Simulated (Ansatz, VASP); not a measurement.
**One calculation of TaN, two programs**

```xyz
2
Lattice="0.0000 2.1790 2.1790 2.1790 0.0000 2.1790 2.1790 2.1790 0.0000" Properties=species:S:1:pos:R:3 pbc="T T T"
Ta    2.1790    2.1790    2.1790
N     0.0000    0.0000    0.0000
```

Alike in both runs: task single point; functional PBE; k mesh 6 × 6 × 6; occupations gaussian, width 0.1 eV; no spin polarisation.

```csv
,VASP,Ansatz
version,VASP 6.6.1,Ansatz 0.2.0
potentials or method,"VASP PAW PBE potentials, release 64 (Ta_pv, N), cutoff 600 eV","scalar-relativistic, plane waves, PAW"
valence electrons in the cell,16,18
```

|  | VASP | Ansatz | Ansatz less VASP |
| --- | --- | --- | --- |
| gap on the k mesh at the Fermi level (eV) | none | none | - |
| pressure (GPa) | 16.0 | 15.1 | -0.89 |

A gap of «none» marks a metal or a gap that the smearing closes. VASP's potentials hold 16 valence electrons a cell and Ansatz's 18, so a difference there can come from the potentials and not from the codes.

The k mesh is coarse, so the values compare programs but aren't converged. Spin-orbit coupling is off throughout.
